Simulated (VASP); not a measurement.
Set up this calculation in VASP 6.6.1, as the native input.

| Item | Value |
| --- | --- |
| Task | electric field gradients |
| Functional | PBEsol |
| Potentials or basis | VASP PAW PBE potentials, release 64 (Os) |
| Cutoff | 520 eV |
| k mesh | 14 × 14 × 14 |
| Occupations | fermi-dirac, width 0.05 eV |
| Spin | no spin polarisation |
| Dipole correction | no |
| Further INCAR settings | ALGO = Normal; EDIFF = 1e-08; NBANDS = 10 |

The structure of Os lies in POSCAR:

```
Os
1.0
   -0.0389000000      1.9255500000      1.9255500000
    1.9255500000     -0.0389000000      1.9255500000
    1.9255500000      1.9255500000     -0.0389000000
Os
1
Direct
    0.0000000000      0.0000000000      0.0000000000
```

This cell differs from its parent crystal: equal xy, yz and zx shear strains of -2 %.

These files were run (other wordings do the same):

INCAR

```
SYSTEM = Os
ALGO = Normal ; EDIFF = 1E-8
ENCUT = 520 ; GGA = PS
ISIF = 2 ; ISMEAR = -1
LASPH = .True. ; LCHARG = .False.
LEFG = .True. ; LREAL = .False.
LWAVE = .False. ; NBANDS = 10
NELM = 80 ; PREC = Accurate
SIGMA = 0.05
```

KPOINTS

```
k-points
0
Gamma
  14 14 14
  0 0 0
```

Potentials or basis: VASP PAW PBE potentials, release 64 (Os).

Command:

```bash
$ cat potpaw_PBE.64/Os/POTCAR > POTCAR
$ mpirun -np 1 vasp_std > vasp.out
```

It gave:

```
Pressure               : -19.5 GPa
Band gap on the k mesh : zero (band 4 reaches 10.68 eV, above the bottom of band 5 at 7.25 eV)
```

Caveat: the cell differs from its parent crystal (equal xy, yz and zx shear strains of -2 %); without QUAD_EFG the Cq values of the log hold for a quadrupole moment of 1 mb, not for the nuclei; the PAW data sets were made with another functional, which shifts forces and pressure a little; spin-orbit coupling is left out, which moves the levels of the heavy elements.

Run time: 23 s on 1 thread of Intel Xeon 6975P-C, with other jobs on the host, peak memory 0.16 GiB.
